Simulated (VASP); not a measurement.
# Mo (Im-3m) in VASP: notebook

Mo is run at these levels: PBEsol; tasks: single point.

Everything below comes from runs of VASP 6.6.1. Logs are shortened: lines on timing, memory, paths and dates and some standing lists are left out, and cuts for length are marked.

**1. The cell of the first run**

It takes space group Im-3m (No. 229, cubic). Conventional cell: a = 3.129 Å, b = 3.129 Å, c = 3.129 Å, α = 90.00°, β = 90.00°, γ = 90.00°. Mo (site symmetry m-3m) has 14 Mo at 2.71 to 3.13 Å within 3.6 Å.

**2. Single point, PBEsol**

The input, INCAR:

```
SYSTEM = Mo
  PREC = Accurate
  ENCUT = 520
  EDIFF = 1E-6
  ISMEAR = 0
  SIGMA = 0.1
  LREAL = .False.
  LASPH = .True.
  NELM = 80
  ALGO = Normal
  ISIF = 2
  LWAVE = .False.
  LCHARG = .False.
  GGA = PS
  NBANDS = 13
```

The input, KPOINTS:

```
regular mesh
0
Gamma
  16 16 16
  0 0 0
```

The input, POSCAR:

```
Mo
1.0
   -1.5645539182      1.5645539182      1.5645539182
    1.5645539182     -1.5645539182      1.5645539182
    1.5645539182      1.5645539182     -1.5645539182
Mo
1
Direct
    0.0000000000      0.0000000000      0.0000000000
```

Potentials or basis: VASP PAW PBE potentials, release 64 (Mo_sv).

On the command line:

```bash
> cat potpaw_PBE.64/Mo_sv/POTCAR > POTCAR
> mpirun -np 1 vasp_std > vasp.out
```

OUTCAR:

```text
SYSTEM = Mo
   PREC = Accurate
   ENCUT = 520
   EDIFF = 1E-6
   ISMEAR = 0
   LREAL = .False.
   LASPH = .True.
   NELM = 80
   ISIF = 2
   GGA = PS

 ion  position               nearest neighbor table
   1  0.000  0.000  0.000-

  LATTYP: Found a body centered cubic cell.
 ALAT       =     3.1291078364

  Lattice vectors:

 A1 = (  -1.5645539182,   1.5645539182,   1.5645539182)
 A2 = (   1.5645539182,  -1.5645539182,   1.5645539182)
 A3 = (   1.5645539182,   1.5645539182,  -1.5645539182)

Analysis of symmetry for initial positions (statically):
=====================================================================
 Subroutine PRICEL returns:
 Original cell was already a primitive cell.

 Routine SETGRP: Setting up the symmetry group for a
 body centered cubic supercell.

 Subroutine GETGRP returns: Found 48 space group operations
 (whereof 48 operations were pure point group operations)
 out of a pool of 48 trial point group operations.

The static configuration has the point symmetry O_h .

Analysis of symmetry for dynamics (positions and initial velocities):
=====================================================================
 Subroutine PRICEL returns:
 Original cell was already a primitive cell.

 Routine SETGRP: Setting up the symmetry group for a
 body centered cubic supercell.

 Subroutine GETGRP returns: Found 48 space group operations
 (whereof 48 operations were pure point group operations)
 out of a pool of 48 trial point group operations.

The dynamic configuration has the point symmetry O_h .

 Subroutine INISYM returns: Found 48 space group operations
 (whereof 48 operations are pure point group operations),
 and found     1 'primitive' translations

----------------------------------------------------------------------------------------

                                     Primitive cell

  volume of cell :      15.3190

  direct lattice vectors                    reciprocal lattice vectors
    -1.564553918  1.564553918  1.564553918     0.000000000  0.319579910  0.319579910
     1.564553918 -1.564553918  1.564553918     0.319579910  0.000000000  0.319579910
     1.564553918  1.564553918 -1.564553918     0.319579910  0.319579910  0.000000000

  length of vectors
     2.709886878  2.709886878  2.709886878     0.451954243  0.451954243  0.451954243

  position of ions in fractional coordinates (direct lattice)
     0.000000000  0.000000000  0.000000000

  ion indices of the primitive-cell ions
   primitive index   ion index
                 1           1

----------------------------------------------------------------------------------------

 KPOINTS: regular mesh

Automatic generation of k-mesh.
 Grid dimensions read from file:
 generate k-points for:   16   16   16

 Generating k-lattice:

  Cartesian coordinates                     Fractional coordinates (reciprocal lattice)
     0.000000000  0.019973744  0.019973744     0.062500000  0.000000000  0.000000000
     0.019973744  0.000000000  0.019973744     0.000000000  0.062500000  0.000000000
     0.019973744  0.019973744  0.000000000     0.000000000  0.000000000  0.062500000

  Length of vectors
     0.028247140  0.028247140  0.028247140

  Shift w.r.t. Gamma in fractional coordinates (k-lattice)
     0.000000000  0.000000000  0.000000000

 Subroutine IBZKPT returns following result:
 ===========================================

 Found    145 irreducible k-points:

 Following reciprocal coordinates:
            Coordinates               Weight
  0.000000  0.000000  0.000000      1.000000
  0.062500  0.000000  0.000000     12.000000
  0.125000  0.000000  0.000000     12.000000
  0.187500  0.000000  0.000000     12.000000
  0.250000  0.000000  0.000000     12.000000
  0.312500  0.000000  0.000000     12.000000
[... 16 lines left out ...]
  0.187500  0.187500  0.000000     24.000000
  0.250000  0.187500 -0.000000     48.000000
 [... further k-points ...]
   k-points           NKPTS =    145   k-points in BZ     NKDIM =    145   number of bands    NBANDS=     13
   number of dos      NEDOS =    301   number of ions     NIONS =      1
   total plane-waves  NPLWV =   8000
   dimension x,y,z NGX =    20 NGY =   20 NGZ =   20
   dimension x,y,z NGXF=    40 NGYF=   40 NGZF=   40
   ions per type =               1
   NGX,Y,Z   is equivalent  to a cutoff of  12.27, 12.27, 12.27 a.u.
   NGXF,Y,Z  is equivalent  to a cutoff of  24.54, 24.54, 24.54 a.u.
 SYSTEM =  Mo
   PREC   = accura    normal or accurate (medium, high low for compatibility)
   ISTART =      0    job   : 0-new  1-cont  2-samecut
   ICHARG =      2    charge: 1-file 2-atom 10-const
   ISPIN  =      1    spin polarized calculation?
   LNONCOLLINEAR =      F non collinear calculations
   LSORBIT =      F    spin-orbit coupling
   LASPH  =      T    aspherical Exc in radial PAW
   ENCUT  =  520.0 eV  38.22 Ry    6.18 a.u.   5.04  5.04  5.04*2*pi/ulx,y,z
   NELM   =     80;   NELMIN=  2; NELMDL= -5     # of ELM steps
   EDIFF  = 0.1E-05   stopping-criterion for ELM
   LREAL  =      F    real-space projection
[... 7 lines left out ...]
   TEBEG  =    0.0;   TEEND  =   0.0 temperature during run
   PSTRESS=    0.0 pullay stress
   NELECT =      14.0000    total number of electrons
   NUPDOWN=      -1.0000    fix difference up-down
   EMIN   =  10.00;   EMAX   =-10.00  energy-range for DOS
   EFERMI =   0.00;   METHOD = LEGACY
   ISMEAR =     0;   SIGMA  =   0.10  broadening in eV -4-tet -1-fermi 0-gaus
   EFERMI_NEDOS =   21; number of points for ismear=-14 and -15
   IALGO  =     38    algorithm
   IMIX   =      4    mixing-type and parameters
     AMIX     =   0.40;   BMIX     =  1.00
     AMIX_MAG =   1.60;   BMIX_MAG =  1.00
  volume/ion in A,a.u.               =      15.32       103.38
  Fermi-wavevector in a.u.,A,eV,Ry     =   1.588694  3.002197 34.340415  2.523949
  Thomas-Fermi vector in A             =   2.687658
   LORBIT       =      0    0 simple, 1 ext, 2 COOP (PROOUT), +10 PAW based schemes
   GGA     = PS    functional components
   LHFCALC =     F    Hartree Fock is set to
   AEXX    =    0.0000 exact exchange contribution
   IVDW    =     0    specifies the selected vdW correction
   LEPSILON=     F    determine dielectric tensor
   LRPA    =     F    only Hartree local field effects (RPA)
 non-spin polarized calculation
 Gauss-broadening in eV      SIGMA  =   0.10
  energy-cutoff  :      520.00
  volume of cell :       15.32
 maximum number of plane-waves:       427
   NGX =  9   NGY =  9   NGZ =  9

 number of electron      13.9999998 magnetization

 Free energy of the ion-electron system (eV)
  ---------------------------------------------------
  ext. energy  EPLUGINS =         0.00000000
  ---------------------------------------------------
  free energy    TOTEN  =       -11.78421340 eV

  energy without entropy =      -11.78216559  energy(sigma->0) =      -11.78318949

 E-fermi :  12.7947     XC(G=0): -13.6421

 val. band max:       12.7817483131   @ k =  -0.1875   0.1875   0.0625
 cond. band min:      12.8141253046   @ k =   0.3750   0.0000   0.0000
 fundamental gap:      0.0323769916
 Fermi energy:        12.7946531827

 k-point     1 :       0.0000    0.0000    0.0000
  band No.  band energies     occupation
      1     -48.3968      2.00000
      2     -21.6359      2.00000
      3     -21.6359      2.00000
      4     -21.6359      2.00000
      5       5.4410      2.00000
      6      11.3913      2.00000
      7      11.3913      2.00000
      8      11.3913      2.00000
      9      14.4801      0.00000
     10      14.4801      0.00000
     11      27.6294      0.00000
     12      27.6294      0.00000
     13      27.6294      0.00000

 k-point     2 :       0.0625    0.0000    0.0000
  band No.  band energies     occupation
      1     -48.3860      2.00000
      2     -21.6975      2.00000
      3     -21.6548      2.00000
      4     -21.6364      2.00000
      5       5.6187      2.00000
      6      11.2898      2.00000
      7      11.3742      2.00000
      8      11.5587      2.00000
      9      14.3294      0.00000
     10      14.4824      0.00000
     11      27.7652      0.00000
     12      27.9294      0.00000
     13      27.9923      0.00000

 k-point     3 :       0.1250    0.0000    0.0000
  band No.  band energies     occupation
      1     -48.3553      2.00000
      2     -21.8706      2.00000
      3     -21.7082      2.00000
      4     -21.6378      2.00000
      5       6.1170      2.00000
      6      11.0137      2.00000
      7      11.2957      2.00000
      8      12.0523      2.00000
      9      14.0281      0.00000
     10      14.4982      0.00000
     11      28.0689      0.00000
     12      28.7977      0.00000
     13      28.8516      0.00000
[... 305 lines left out ...]
 k-point    23 :       0.1875    0.1875    0.0000
  band No.  band energies     occupation
      1     -48.1853      2.00000
      2     -22.6654      2.00000
      3     -21.9988      2.00000
      4     -21.7466      2.00000
      5       8.3801      2.00000
      6      10.0240      2.00000
      7      10.5419      2.00000
      8      13.6659      0.00000
      9      15.1420      0.00000
     10      16.0732      0.00000
     11      27.3373      0.00000
     12      28.5988      0.00000
     13      31.8016      0.00000

 k-point    24 :       0.2500    0.1875   -0.0000
  band No.  band energies     occupation
      1     -48.1413      2.00000
      2     -22.8161      2.00000
      3     -22.1246      2.00000
      4     -21.7667      2.00000
      5       8.5127      2.00000
      6       9.7872      2.00000
      7      10.9551      2.00000
      8      13.9027      0.00000
      9      15.2813      0.00000
     10      17.5709      0.00000
     11      26.1924      0.00000
     12      27.7212      0.00000
     13      30.6262      0.00000

 [... further k-points ...]

------------------------ aborting loop because EDIFF is reached ----------------------------------------

  FORCE on cell =-STRESS in cart. coord.  units (eV):
  Direction    XX          YY          ZZ          XY          YZ          ZX
  --------------------------------------------------------------------------------------
  -------------------------------------------------------------------------------------
  Total        0.0494915      0.0494915      0.0494915      0.0000000      0.0000000     -0.0000000
  in kB        5.1761822      5.1761822      5.1761822      0.0000000      0.0000000     -0.0000000
  external PRESSURE =       5.1761822 kB  Pullay stress =       0.0000000 kB

 VOLUME and BASIS-vectors are now :
 -----------------------------------------------------------------------------
  energy-cutoff  :      520.00
  volume of cell :       15.32
      direct lattice vectors                 reciprocal lattice vectors
    -1.564553918  1.564553918  1.564553918     0.000000000  0.319579910  0.319579910
     1.564553918 -1.564553918  1.564553918     0.319579910  0.000000000  0.319579910
     1.564553918  1.564553918 -1.564553918     0.319579910  0.319579910  0.000000000

 POSITION                                       TOTAL-FORCE (eV/Angst)
 -----------------------------------------------------------------------------------
      0.00000      0.00000      0.00000         0.000000      0.000000     -0.000000
 -----------------------------------------------------------------------------------
    total drift:                                0.000000     -0.000000      0.000000

  FREE ENERGIE OF THE ION-ELECTRON SYSTEM (eV)
  ---------------------------------------------------
  free  energy   TOTEN  =       -11.7842133974 eV

  energy  without entropy=      -11.7821655895  energy(sigma->0) =      -11.78318949
```

It took 29 s on 1 thread of Intel Xeon 8259CL, shared host; peak memory 0.14 GiB.

What came out:

* Free energy: -11.7842 eV
* Pressure: 0.5 GPa
* Band gap on the k mesh: zero (band 7 reaches 16.93 eV, above the bottom of band 8 at 11.39 eV)

Levels at points of the mesh, in eV from the Fermi level:
| k point | band 4 | band 5 | band 6 | band 7 | band 8 | band 9 | band 10 | band 11 |
| --- | --- | --- | --- | --- | --- | --- | --- | --- |
| (0.00, 0.00, 0.00) | -34.43 | -7.35 | -1.40 | -1.40 | -1.40 | 1.69 | 1.69 | 14.83 |
| (0.50, 0.00, 0.00) | -34.44 | -5.48 | -3.51 | 1.68 | 1.73 | 2.38 | 4.93 | 11.95 |
| (0.50, 0.50, 0.50) | -35.46 | -5.63 | -5.63 | 4.13 | 4.13 | 4.13 | 9.18 | 9.18 |

Caveat: the PAW data sets were made with another functional, which shifts forces and pressure a little.

**3. Single point, PBEsol**

The input, INCAR:

```
ALGO = Normal ; EDIFF = 1E-6
ENCUT = 520 ; GGA = PS
ISIF = 2 ; ISMEAR = -1
LASPH = True ; LCHARG = True
LELF = True ; LREAL = False
LVHAR = True ; LWAVE = False
NBANDS = 13 ; NELM = 60
PREC = Accurate ; SIGMA = 0.15
```

The input, KPOINTS:

```
k-points
0
Gamma
  16 16 16
```

The input, POSCAR:

```
Mo
1.0
   -1.5649018779      1.5649018779      1.5649018779
    1.5649018779     -1.5649018779      1.5649018779
    1.5649018779      1.5649018779     -1.5649018779
Mo
1
Direct
    0.0000000000      0.0000000000      0.0000000000
```

Potentials or basis: VASP PAW PBE potentials, release 64 (Mo_sv).

On the command line:

```bash
> cat potpaw_PBE.64/Mo_sv/POTCAR > POTCAR
> mpirun -np 1 vasp_std > vasp.out
```

Run time: 35 s. Hardware: 1 thread of Intel Xeon 8259CL, shared host; peak memory 0.14 GiB.

It converged, with:

| Property | Result |
| --- | --- |
| Free energy | -11.8041 eV |
| Pressure | 0.5 GPa |
| Band gap on the k mesh | zero (band 7 reaches 16.91 eV, above the bottom of band 8 at 11.38 eV) |

Levels at points of the mesh, in eV from the Fermi level:
```
           k point  band 3  band 4  band 5  band 6  band 7  band 8  band 9  band 10  band 11  band 12
(0.00, 0.00, 0.00)  -34.41  -34.41   -7.33   -1.38   -1.38   -1.38    1.71     1.71    14.86    14.86
(0.50, 0.00, 0.00)  -34.89  -34.42   -5.45   -3.48    1.70    1.75    2.40     4.95    11.96    11.99
(0.50, 0.50, 0.50)  -35.44  -35.44   -5.60   -5.60    4.15    4.15    4.15     9.19     9.19     9.19
```

Caveat: the PAW data sets were made with another functional, which shifts forces and pressure a little.
